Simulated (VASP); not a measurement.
# Ge in VASP: a series of runs, part 2 of 2

VASP 6.6.1.

## 4. Single point, PBEsol

This run uses another cell than the first one: it holds 10 atoms, not 6.

The input, INCAR:

```
ALGO = Normal
DIPOL = 0.5 0.5 0.500
EDIFF = 1E-6
ENCUT = 520
GGA = PS
IDIPOL = 3
ISIF = 2
ISMEAR = 0
LASPH = T
LCHARG = F
LDIPOL = T
LREAL = F
LWAVE = F
NBANDS = 81
NELM = 100
PREC = Accurate
SIGMA = 0.1
```

The input, KPOINTS:

```
k-points
0
Gamma
  9 9 1
```

The input, POSCAR:

```
Ge
1.0
    3.9969678635      0.0000000000      0.0000000000
   -1.9984839317      3.4614757079      0.0000000000
    0.0000000000      0.0000000000     29.0227094328
Ge
10
Direct
    0.6666666667      0.3333333333      0.2572347834
    0.3333333333      0.6666666667      0.2852759052
    0.3333333333      0.6666666667      0.3712979784
    0.6666666667      0.3333333333      0.4003396577
    0.6666666667      0.3333333333      0.4852713049
    0.3333333333      0.6666666667      0.5147286898
    0.3333333333      0.6666666667      0.5996603368
    0.6666666667      0.3333333333      0.6287020180
    0.6666666667      0.3333333333      0.7147240877
    0.3333333333      0.6666666667      0.7427652382
```

Potentials or basis: VASP PAW PBE potentials, release 64 (Ge_d).

Started as:

```sh
$ cat potpaw_PBE.64/Ge_d/POTCAR > POTCAR
$ mpirun -np 1 vasp_std > vasp.out
```

OUTCAR:

```text
EDIFF = 1E-6
   ENCUT = 520
   GGA = PS
   ISIF = 2
   ISMEAR = 0
   LASPH = T
   LREAL = F
   NELM = 100
   PREC = Accurate

 ion  position               nearest neighbor table
   1  0.667  0.333  0.257-   2 2.45   2 2.45   2 2.45
   2  0.333  0.667  0.285-   1 2.45   1 2.45   1 2.45   3 2.50
   3  0.333  0.667  0.371-   4 2.46   4 2.46   4 2.46   2 2.50
   4  0.667  0.333  0.400-   3 2.46   3 2.46   3 2.46   5 2.46
   5  0.667  0.333  0.485-   6 2.46   6 2.46   6 2.46   4 2.46
   6  0.333  0.667  0.515-   5 2.46   5 2.46   5 2.46   7 2.46
   7  0.333  0.667  0.600-   8 2.46   8 2.46   8 2.46   6 2.46
   8  0.667  0.333  0.629-   7 2.46   7 2.46   7 2.46   9 2.50
   9  0.667  0.333  0.715-  10 2.45  10 2.45  10 2.45   8 2.50
  10  0.333  0.667  0.743-   9 2.45   9 2.45   9 2.45

  LATTYP: Found a hexagonal cell.
 ALAT       =     3.9969678635
 C/A-ratio  =     7.2611815816

  Lattice vectors:

 A1 = (   3.9969678635,   0.0000000000,   0.0000000000)
 A2 = (  -1.9984839317,   3.4614757079,   0.0000000000)
 A3 = (   0.0000000000,   0.0000000000,  29.0227094328)
[... 197 lines left out ...]
      6     -24.1199      2.00000
[... 997 lines left out ...]
     80       6.0045      0.00000
     81       6.2232      0.00000

------------------------ aborting loop because EDIFF is reached ----------------------------------------

 vacuum level on the upper side and lower side of the slab       (xc-potential included)        -0.181        -0.181

  FORCE on cell =-STRESS in cart. coord.  units (eV):
  Direction    XX          YY          ZZ          XY          YZ          ZX
  --------------------------------------------------------------------------------------
  -------------------------------------------------------------------------------------
  Total       -0.0951787     -0.0951787     -0.1122599     -0.0000000      0.0000000      0.0000000
  in kB       -0.3797698     -0.3797698     -0.4479249     -0.0000000      0.0000000      0.0000000
  external PRESSURE =      -0.4024882 kB  Pullay stress =       0.0000000 kB

 VOLUME and BASIS-vectors are now :
 -----------------------------------------------------------------------------
  energy-cutoff  :      520.00
  volume of cell :      401.54
      direct lattice vectors                 reciprocal lattice vectors
     3.996967864  0.000000000  0.000000000     0.250189652  0.144447063  0.000000000
    -1.998483932  3.461475708  0.000000000     0.000000000  0.288894126  0.000000000
     0.000000000  0.000000000 29.022709433     0.000000000  0.000000000  0.034455777

 POSITION                                       TOTAL-FORCE (eV/Angst)
 -----------------------------------------------------------------------------------
      1.99848      1.15383      7.46565         0.000000      0.000000      0.018502
     -0.00000      2.30765      8.27948        -0.000000      0.000000     -0.017664
     -0.00000      2.30765     10.77607         0.000000     -0.000000      0.015454
      1.99848      1.15383     11.61894         0.000000     -0.000000     -0.010409
      1.99848      1.15383     14.08389         0.000000      0.000000      0.003219
     -0.00000      2.30765     14.93882        -0.000000     -0.000000     -0.003219
     -0.00000      2.30765     17.40377         0.000000      0.000000      0.010409
      1.99848      1.15383     18.24664         0.000000     -0.000000     -0.015454
      1.99848      1.15383     20.74323         0.000000      0.000000      0.017664
     -0.00000      2.30765     21.55706        -0.000000     -0.000000     -0.018502
 -----------------------------------------------------------------------------------
    total drift:                                0.000000     -0.000000     -0.000061

  FREE ENERGIE OF THE ION-ELECTRON SYSTEM (eV)
  ---------------------------------------------------
  free  energy   TOTEN  =       -47.0338557496 eV

  energy  without entropy=      -46.9934197641  energy(sigma->0) =      -47.01363776

 vacuum level on the upper side and lower side of the slab         5.091         5.091
```

OSZICAR:

```text
N       E                     dE             d eps       ncg     rms          rms(c)
DAV:   1     0.177552499626E+04    0.17755E+04   -0.69921E+04  2400   0.388E+03
DAV:   2     0.309789669538E+03   -0.14657E+04   -0.14260E+04  2016   0.106E+03
DAV:   3    -0.149972995449E+02   -0.32479E+03   -0.31710E+03  2453   0.260E+02
[... 16 lines left out ...]
DAV:  20    -0.470338089004E+02   -0.65982E-04   -0.46497E-06  1446   0.547E-02    0.955E-04
DAV:  21    -0.470338352420E+02   -0.26342E-04   -0.13980E-06  1376   0.201E-02    0.496E-04
DAV:  22    -0.470338516579E+02   -0.16416E-04   -0.15896E-06  1374   0.554E-03    0.310E-04
DAV:  23    -0.470338548499E+02   -0.31920E-05   -0.31954E-07  1372   0.543E-03    0.180E-04
DAV:  24    -0.470338557496E+02   -0.89974E-06   -0.95017E-08  1211   0.450E-03
   1 F= -.47033856E+02 E0= -.47013638E+02  d E =-.404360E-01
```

Wall time 7.1 min (1 thread of Intel Xeon 6975P-C (Granite Rapids), shared host); peak memory 0.59 GiB.

What came out:

| Quantity | Value |
| --- | --- |
| Free energy | -47.0339 eV |
| Largest force | 0.019 eV/Å |
| Band gap on the k mesh | zero (bands 70 and 71 overlap by 0.58 eV) |

Forces in eV/Å, atoms in the order of the input:
```
Ge   0.000  0.000  0.019
Ge   0.000  0.000 -0.018
Ge   0.000  0.000  0.015
Ge   0.000  0.000 -0.010
Ge   0.000  0.000  0.003
Ge   0.000  0.000 -0.003
Ge   0.000  0.000  0.010
Ge   0.000  0.000 -0.015
Ge   0.000  0.000  0.018
Ge   0.000  0.000 -0.019
```

Levels at points of the mesh, in eV from the Fermi level:
```csv
k point,band 66,band 67,band 68,band 69,band 70,band 71,band 72,band 73,band 74,band 75
"(0.00, 0.00, 0.00)",-0.32,0.12,0.12,0.29,0.35,0.35,0.59,0.91,1.09,1.50
```

Caveat: the PAW data sets were made with another functional, which shifts forces and pressure a little.

## 5. Single point, PBEsol

This run uses another cell than the first one: it holds 10 atoms, not 6.

The input, INCAR:

```
SYSTEM = Ge
ALGO = Normal ; DIPOL = 0.5 0.5 0.500
EDIFF = 1E-6 ; ENCUT = 520
GGA = PS ; IDIPOL = 3
ISIF = 2 ; ISMEAR = 0
LASPH = .True. ; LCHARG = .True.
LDIPOL = .True. ; LELF = .True.
LREAL = .False. ; LVACPOTAV = .True.
LVHAR = .True. ; LWAVE = .False.
NBANDS = 81 ; NELM = 100
PREC = Accurate ; SIGMA = 0.1
```

The input, KPOINTS:

```
k-points
0
Gamma
  9 9 1
  0 0 0
```

The input, POSCAR:

```
Ge
1.0
    3.9969678635      0.0000000000      0.0000000000
   -1.9984839317      3.4614757079      0.0000000000
    0.0000000000      0.0000000000     29.0227094328
Ge
10
Direct
    0.6666666667      0.3333333333      0.2584183264
    0.3333333333      0.6666666667      0.2870159030
    0.3333333333      0.6666666667      0.3720597691
    0.6666666667      0.3333333333      0.4006573456
    0.6666666667      0.3333333333      0.4857012117
    0.3333333333      0.6666666667      0.5142987883
    0.3333333333      0.6666666667      0.5993426544
    0.6666666667      0.3333333333      0.6279402309
    0.6666666667      0.3333333333      0.7129840970
    0.3333333333      0.6666666667      0.7415816736
```

Started as:

```sh
$ cat potpaw_PBE.64/Ge_d/POTCAR > POTCAR
$ mpirun -np 1 vasp_std > vasp.out
```

Run time: 6.6 min. Hardware: 1 thread of Intel Xeon 6975P-C (Granite Rapids), shared host; peak memory 0.6 GiB.

It converged, with:

```
Free energy            : -47.0254 eV
Largest force          : 0.217 eV/Å
Band gap on the k mesh : zero (bands 70 and 71 overlap by 0.58 eV)
```

Forces on the atoms (eV/Å):
```
Ge   0.000  0.000  0.040
Ge   0.000  0.000 -0.217
Ge   0.000  0.000  0.087
Ge   0.000  0.000  0.072
Ge   0.000  0.000 -0.125
Ge   0.000  0.000  0.125
Ge   0.000  0.000 -0.072
Ge   0.000  0.000 -0.087
Ge   0.000  0.000  0.217
Ge   0.000  0.000 -0.040
```

Levels at points of the mesh, in eV from the Fermi level:
```
           k point  band 68  band 69  band 70  band 71  band 72  band 73
(0.00, 0.00, 0.00)     0.15     0.22     0.36     0.36     0.57     0.92
```

Caveat: the PAW data sets were made with another functional, which shifts forces and pressure a little.

## 6. Single point, PBEsol

This run uses another cell than the first one: it holds 10 atoms, not 6.

The input, INCAR:

```
SYSTEM = Ge
PREC = Accurate
ENCUT = 520
EDIFF = 1E-6
ISMEAR = 0
SIGMA = 0.1
LREAL = .False.
LASPH = .True.
NELM = 100
ALGO = Fast
ISIF = 2
LWAVE = .False.
LCHARG = .False.
LDIPOL = .True.
IDIPOL = 3
DIPOL = 0.5 0.5 0.500
GGA = PS
NBANDS = 81
```

The input, KPOINTS:

```
Automatic mesh
0
Gamma
  9 9 1
  0 0 0
```

The input, POSCAR:

```
Ge
1.0
    3.9969678635      0.0000000000      0.0000000000
   -1.9984839317      3.4614757079      0.0000000000
    0.0000000000      0.0000000000     24.0227094328
Ge
10
Direct
    0.6666666667      0.3333333333      0.2081363892
    0.3333333333      0.6666666667      0.2426861621
    0.3333333333      0.6666666667      0.3454307514
    0.6666666667      0.3333333333      0.3799805243
    0.6666666667      0.3333333333      0.4827251136
    0.3333333333      0.6666666667      0.5172748864
    0.3333333333      0.6666666667      0.6200194757
    0.6666666667      0.3333333333      0.6545692486
    0.6666666667      0.3333333333      0.7573138379
    0.3333333333      0.6666666667      0.7918636108
```

Potentials or basis: VASP PAW PBE potentials, release 64 (Ge_d).

Started as:

```sh
$ cat potpaw_PBE.64/Ge_d/POTCAR > POTCAR
$ mpirun -np 1 vasp_std > vasp.out
```

It took 9 min on 1 thread of Oxide Virtual Turin-like, shared host; peak memory 0.47 GiB.

The run converged. Its results:

| Item | Value |
| --- | --- |
| Free energy | -47.0276 eV |
| Largest force | 0.215 eV/Å |
| Band gap on the k mesh | zero (bands 70 and 71 overlap by 0.58 eV) |

Forces on the atoms (eV/Å):
```
Ge   0.000  0.000  0.041
Ge   0.000  0.000 -0.215
Ge   0.000  0.000  0.093
Ge   0.000  0.000  0.069
Ge   0.000  0.000 -0.125
Ge   0.000  0.000  0.125
Ge   0.000  0.000 -0.069
Ge   0.000  0.000 -0.093
Ge   0.000  0.000  0.215
Ge   0.000  0.000 -0.041
```

Levels at points of the mesh, in eV from the Fermi level:
```csv
k point,band 67,band 68,band 69,band 70,band 71,band 72,band 73,band 74
"(0.00, 0.00, 0.00)",0.15,0.15,0.22,0.36,0.36,0.57,0.92,1.11
```

Caveat: the PAW data sets were made with another functional, which shifts forces and pressure a little.

## 7. The runs side by side

| cell | gap on the mesh (eV) | largest force (eV/Å) |
| --- | --- | --- |
| a = 3.997, b = 3.997, c = 29.426 Å, angles 90.0, 90.0, 120.0°, 6 atoms, atomic positions A | none | 0.31 |
| a = 3.997, b = 3.997, c = 29.023 Å, angles 90.0, 90.0, 120.0°, 10 atoms, atomic positions B | none | 0.22 |
| a = 3.997, b = 3.997, c = 29.023 Å, angles 90.0, 90.0, 120.0°, 10 atoms, atomic positions C | none | 0.02 |
| a = 3.997, b = 3.997, c = 29.023 Å, angles 90.0, 90.0, 120.0°, 10 atoms, atomic positions D | none | 0.22 |
| a = 3.997, b = 3.997, c = 24.023 Å, angles 90.0, 90.0, 120.0°, 10 atoms, atomic positions D | none | 0.21 |

Alike in all rows: task single point; level PBEsol; potentials or basis VASP PAW PBE potentials, release 64 (Ge_d); no spin polarisation; k mesh 9 × 9 × 1; cutoff (eV) 520; smearing gaussian 0.1 eV.

Caveats: the PAW data sets were made with another functional, which shifts forces and pressure a little.

Absolute energies hang on the potentials; compare differences alone.
